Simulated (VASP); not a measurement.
# Br (Fd-3m) in VASP: single point with r2SCAN

Aim: the single point of Br with r2SCAN.

Everything below comes from runs of VASP 6.6.1. Logs are shortened: lines on timing, memory, paths and dates and some standing lists are left out, and cuts for length are marked.

**1. The cell of the first run**

Symmetry: Fd-3m, No. 227, cubic system. The conventional cell has a = 6.961 Å, b = 6.961 Å, c = 6.961 Å, α = 90.00°, β = 90.00°, γ = 90.00°. Within 4.0 Å of Br (site symmetry -43m) lie 4 Br at 3.01 Å.

**2. Single point, r2SCAN**

POSCAR reads:

```
Br
1.0
    0.0000000000      3.4804401229      3.4804401229
    3.4804401229      0.0000000000      3.4804401229
    3.4804401229      3.4804401229      0.0000000000
Br
2
Direct
    0.5000000000      0.5000000000      0.5000000000
    0.7500000000      0.7500000000      0.7500000000
```

INCAR.step1 reads:

```
SYSTEM = Br
ALGO = Normal
EDIFF = 1E-4
ENCUT = 520
GGA = PE
ISMEAR = 0
LASPH = .True.
LCHARG = .False.
LREAL = .False.
LWAVE = .True.
NBANDS = 14
NELM = 60
PREC = Accurate
SIGMA = 0.1
```

INCAR.step2 reads:

```
SYSTEM = Br
ALGO = Normal
EDIFF = 1E-6
ENCUT = 520
ISIF = 2
ISMEAR = 0
ISTART = 1
LASPH = .True.
LCHARG = .True.
LELF = .True.
LMIXTAU = .True.
LREAL = .False.
LVHAR = .True.
LWAVE = .False.
METAGGA = R2SCAN
NBANDS = 14
NELM = 60
PREC = Accurate
SIGMA = 0.1
```

KPOINTS reads:

```
k-points
0
Gamma
  14 14 14
  0 0 0
```

Potentials or basis: VASP PAW PBE potentials, release 64 (Br).

The run is started by

```bash
> cat potpaw_PBE.64/Br/POTCAR > POTCAR
> cp INCAR.step1 INCAR
> mpirun -np 1 vasp_std > vasp.out
> cp INCAR.step2 INCAR
> mpirun -np 1 vasp_std > vasp.out
```

OUTCAR:

```text
SYSTEM = Br
   EDIFF = 1E-6
   ENCUT = 520
   ISIF = 2
   ISMEAR = 0
   ISTART = 1
   LASPH = .True.
   LREAL = .False.
   METAGGA = R2SCAN
   NELM = 60
   PREC = Accurate

 ion  position               nearest neighbor table
   1  0.500  0.500  0.500-
   2  0.750  0.750  0.750-

  LATTYP: Found a face centered cubic cell.
 ALAT       =     6.9608802458

  Lattice vectors:

 A1 = (   0.0000000000,   3.4804401229,   3.4804401229)
 A2 = (   3.4804401229,   0.0000000000,   3.4804401229)
 A3 = (   3.4804401229,   3.4804401229,   0.0000000000)

Analysis of symmetry for initial positions (statically):
=====================================================================
 Subroutine PRICEL returns:
 Original cell was already a primitive cell.

 Routine SETGRP: Setting up the symmetry group for a
 face centered cubic supercell.

 Subroutine GETGRP returns: Found 48 space group operations
 (whereof 24 operations were pure point group operations)
 out of a pool of 48 trial point group operations.

The static configuration has the point symmetry T_d .
 The point group associated with its full space group is O_h .

Analysis of symmetry for dynamics (positions and initial velocities):
=====================================================================
 Subroutine PRICEL returns:
 Original cell was already a primitive cell.

 Routine SETGRP: Setting up the symmetry group for a
 face centered cubic supercell.

 Subroutine GETGRP returns: Found 48 space group operations
 (whereof 24 operations were pure point group operations)
 out of a pool of 48 trial point group operations.

The dynamic configuration has the point symmetry T_d .
 The point group associated with its full space group is O_h .

 Subroutine INISYM returns: Found 48 space group operations
 (whereof 24 operations are pure point group operations),
 and found     1 'primitive' translations

----------------------------------------------------------------------------------------

                                     Primitive cell

  volume of cell :      84.3204

  direct lattice vectors                    reciprocal lattice vectors
     0.000000000  3.480440123  3.480440123    -0.143659992  0.143659992  0.143659992
     3.480440123  0.000000000  3.480440123     0.143659992 -0.143659992  0.143659992
     3.480440123  3.480440123  0.000000000     0.143659992  0.143659992 -0.143659992

  length of vectors
     4.922085625  4.922085625  4.922085625     0.248826405  0.248826405  0.248826405

  position of ions in fractional coordinates (direct lattice)
     0.500000000  0.500000000  0.500000000
     0.750000000  0.750000000  0.750000000

  ion indices of the primitive-cell ions
   primitive index   ion index
                 1           1
                 2           2

----------------------------------------------------------------------------------------

 KPOINTS: k-points

Automatic generation of k-mesh.
 Grid dimensions read from file:
 generate k-points for:   14   14   14

 Generating k-lattice:

  Cartesian coordinates                     Fractional coordinates (reciprocal lattice)
    -0.010261428  0.010261428  0.010261428     0.071428571  0.000000000  0.000000000
     0.010261428 -0.010261428  0.010261428     0.000000000  0.071428571  0.000000000
     0.010261428  0.010261428 -0.010261428     0.000000000  0.000000000  0.071428571

  Length of vectors
     0.017773315  0.017773315  0.017773315

  Shift w.r.t. Gamma in fractional coordinates (k-lattice)
     0.000000000  0.000000000  0.000000000

 Subroutine IBZKPT returns following result:
 ===========================================

 Found    104 irreducible k-points:

 Following reciprocal coordinates:
            Coordinates               Weight
  0.000000  0.000000  0.000000      1.000000
  0.071429  0.000000  0.000000      8.000000
  0.142857  0.000000  0.000000      8.000000
  0.214286  0.000000  0.000000      8.000000
  0.285714  0.000000  0.000000      8.000000
  0.357143  0.000000  0.000000      8.000000
[... 16 lines left out ...]
  0.214286  0.142857  0.000000     24.000000
  0.285714  0.142857  0.000000     24.000000
 [... further k-points ...]
   k-points           NKPTS =    104   k-points in BZ     NKDIM =    104   number of bands    NBANDS=     14
   number of dos      NEDOS =    301   number of ions     NIONS =      2
   total plane-waves  NPLWV =  64000
   dimension x,y,z NGX =    40 NGY =   40 NGZ =   40
   dimension x,y,z NGXF=    80 NGYF=   80 NGZF=   80
   ions per type =               2
   NGX,Y,Z   is equivalent  to a cutoff of  13.51, 13.51, 13.51 a.u.
   NGXF,Y,Z  is equivalent  to a cutoff of  27.02, 27.02, 27.02 a.u.
 SYSTEM =  Br
   PREC   = accura    normal or accurate (medium, high low for compatibility)
   ISTART =      1    job   : 0-new  1-cont  2-samecut
   ICHARG =      0    charge: 1-file 2-atom 10-const
   ISPIN  =      1    spin polarized calculation?
   LNONCOLLINEAR =      F non collinear calculations
   LSORBIT =      F    spin-orbit coupling
   LASPH  =      T    aspherical Exc in radial PAW
   ENCUT  =  520.0 eV  38.22 Ry    6.18 a.u.   9.15  9.15  9.15*2*pi/ulx,y,z
   NELM   =     60;   NELMIN=  2; NELMDL=  0     # of ELM steps
   EDIFF  = 0.1E-05   stopping-criterion for ELM
   LREAL  =      F    real-space projection
   EDIFFG = 0.1E-04   stopping-criterion for IOM
   NSW    =      0    number of steps for IOM
   IBRION =     -1    ionic relax: 0-MD 1-quasi-New 2-CG
   NFREE  =      0    steps in history (QN), initial steepest desc. (CG)
   ISIF   =      2    stress and relaxation
   ISYM   =      2    0-nonsym 1-usesym 2-fastsym
   POTIM  = 0.5000    time-step for ionic-motion
   TEBEG  =    0.0;   TEEND  =   0.0 temperature during run
   PSTRESS=    0.0 pullay stress
   NELECT =      14.0000    total number of electrons
   NUPDOWN=      -1.0000    fix difference up-down
   EMIN   =  10.00;   EMAX   =-10.00  energy-range for DOS
   EFERMI =   0.00;   METHOD = LEGACY
   ISMEAR =     0;   SIGMA  =   0.10  broadening in eV -4-tet -1-fermi 0-gaus
   EFERMI_NEDOS =   21; number of points for ismear=-14 and -15
   IALGO  =     38    algorithm
   IMIX   =      4    mixing-type and parameters
     AMIX     =   0.40;   BMIX     =  1.00
     AMIX_MAG =   1.60;   BMIX_MAG =  1.00
  volume/ion in A,a.u.               =      42.16       284.51
  Fermi-wavevector in a.u.,A,eV,Ry     =   0.899788  1.700352 11.015518  0.809618
  Thomas-Fermi vector in A             =   2.022665
   LORBIT       =      0    0 simple, 1 ext, 2 COOP (PROOUT), +10 PAW based schemes
   METAGGA = R2SCAN    functional components
   LHFCALC =     F    Hartree Fock is set to
   AEXX    =    0.0000 exact exchange contribution
   IVDW    =     0    specifies the selected vdW correction
   LEPSILON=     F    determine dielectric tensor
   LRPA    =     F    only Hartree local field effects (RPA)
 non-spin polarized calculation
 Gauss-broadening in eV      SIGMA  =   0.10
  energy-cutoff  :      520.00
  volume of cell :       84.32
 maximum number of plane-waves:      2285
 NGX is ok and might be reduce to    40
   NGX = 19   NGY = 19   NGZ = 19

 number of electron      13.9999997 magnetization

 Free energy of the ion-electron system (eV)
  ---------------------------------------------------
  ext. energy  EPLUGINS =         0.00000000
  ---------------------------------------------------
  free energy    TOTEN  =       -24.95251051 eV

  energy without entropy =      -24.92847391  energy(sigma->0) =      -24.94049221

 E-fermi :  -1.5285     XC(G=0):  -7.2494

 val. band max:       -1.5316454528   @ k =  -0.2857   0.3571   0.0714
 cond. band min:      -1.5214687910   @ k =   0.4286   0.2857   0.1429
 fundamental gap:      0.0101766618
 Fermi energy:        -1.5285367384

 k-point     1 :       0.0000    0.0000    0.0000
  band No.  band energies     occupation
      1     -17.2141      2.00000
      2     -15.0416      2.00000
      3      -4.3557      2.00000
      4      -4.3557      2.00000
      5      -4.3557      2.00000
      6      -2.4452      2.00000
      7      -2.4452      2.00000
      8      -2.4452      2.00000
      9       4.0859      0.00000
     10       8.2280      0.00000
     11       8.2280      0.00000
     12       9.5422      0.00000
     13       9.5422      0.00000
     14       9.5422      0.00000

 k-point     2 :       0.0714    0.0000    0.0000
  band No.  band energies     occupation
      1     -17.1969      2.00000
      2     -15.0667      2.00000
      3      -4.3814      2.00000
      4      -4.3814      2.00000
      5      -4.3765      2.00000
      6      -2.4217      2.00000
      7      -2.4105      2.00000
      8      -2.4105      2.00000
      9       4.1907      0.00000
     10       8.0907      0.00000
     11       8.0907      0.00000
     12       9.4097      0.00000
     13       9.8015      0.00000
     14       9.8015      0.00000

 k-point     3 :       0.1429    0.0000    0.0000
  band No.  band energies     occupation
      1     -17.1462      2.00000
      2     -15.1390      2.00000
      3      -4.4490      2.00000
      4      -4.4490      2.00000
      5      -4.4375      2.00000
      6      -2.3467      2.00000
      7      -2.3181      2.00000
      8      -2.3181      2.00000
      9       4.4818      0.00000
     10       7.8631      0.00000
     11       7.8631      0.00000
     12       9.1281      0.00000
     13      10.3806      0.00000
     14      10.3806      0.00000
[... 324 lines left out ...]
 k-point    23 :       0.2143    0.1429    0.0000
  band No.  band energies     occupation
      1     -17.0615      2.00000
      2     -15.2564      2.00000
      3      -4.6796      2.00000
      4      -4.6648      2.00000
      5      -4.1886      2.00000
      6      -2.6447      2.00000
      7      -2.0201      2.00000
      8      -2.0114      2.00000
      9       4.9391      0.00000
     10       6.8644      0.00000
     11       8.4837      0.00000
     12       9.8082      0.00000
     13      10.3313      0.00000
     14      10.6142      0.00000

 k-point    24 :       0.2857    0.1429    0.0000
  band No.  band energies     occupation
      1     -16.9739      2.00000
      2     -15.3737      2.00000
      3      -4.8153      2.00000
      4      -4.7504      2.00000
      5      -4.1842      2.00000
      6      -2.6022      2.00000
      7      -1.8920      2.00000
      8      -1.8487      1.99999
      9       5.3332      0.00000
     10       6.7044      0.00000
     11       8.4221      0.00000
     12       9.4285      0.00000
     13      10.0917      0.00000
     14      10.7236      0.00000

 [... further k-points ...]
[... 5 lines left out ...]
  --------------------------------------------------------------------------------------
  -------------------------------------------------------------------------------------
  Total       -0.0083193     -0.0083193     -0.0083193      0.0000000      0.0000000      0.0000000
  in kB       -0.1580754     -0.1580754     -0.1580754      0.0000000      0.0000000      0.0000000
  external PRESSURE =      -0.1580754 kB  Pullay stress =       0.0000000 kB

 VOLUME and BASIS-vectors are now :
 -----------------------------------------------------------------------------
  energy-cutoff  :      520.00
  volume of cell :       84.32
      direct lattice vectors                 reciprocal lattice vectors
     0.000000000  3.480440123  3.480440123    -0.143659992  0.143659992  0.143659992
     3.480440123  0.000000000  3.480440123     0.143659992 -0.143659992  0.143659992
     3.480440123  3.480440123  0.000000000     0.143659992  0.143659992 -0.143659992

 POSITION                                       TOTAL-FORCE (eV/Angst)
 -----------------------------------------------------------------------------------
      3.48044      3.48044      3.48044        -0.000000     -0.000000     -0.000000
      5.22066      5.22066      5.22066         0.000000      0.000000      0.000000
 -----------------------------------------------------------------------------------
    total drift:                               -0.000000     -0.000000      0.000000

  FREE ENERGIE OF THE ION-ELECTRON SYSTEM (eV)
  ---------------------------------------------------
  free  energy   TOTEN  =       -24.9525105068 eV

  energy  without entropy=      -24.9284739103  energy(sigma->0) =      -24.94049221
```

It took 14 min on 1 thread of Oxide Virtual Turin-like, shared host; peak memory 0.28 GiB.

Results:

```yaml
Free_energy: -24.9525 eV
Pressure: 0.0 GPa
Band_gap_on_the_k_mesh: zero (bands 7 and 8 overlap by 1.28 eV)
```

Levels at points of the mesh, in eV from the Fermi level:
| k point | band 5 | band 6 | band 7 | band 8 | band 9 | band 10 |
| --- | --- | --- | --- | --- | --- | --- |
| (0.00, 0.00, 0.00) | -2.83 | -0.92 | -0.92 | -0.92 | 5.61 | 9.76 |
| (0.50, 0.00, 0.00) | -3.23 | -0.34 | -0.34 | -0.17 | 7.95 | 8.29 |
| (0.50, 0.50, 0.00) | -1.90 | -1.90 | 0.36 | 0.36 | 7.51 | 7.51 |

Caveat: the PAW data sets were made with another functional, which shifts forces and pressure a little.
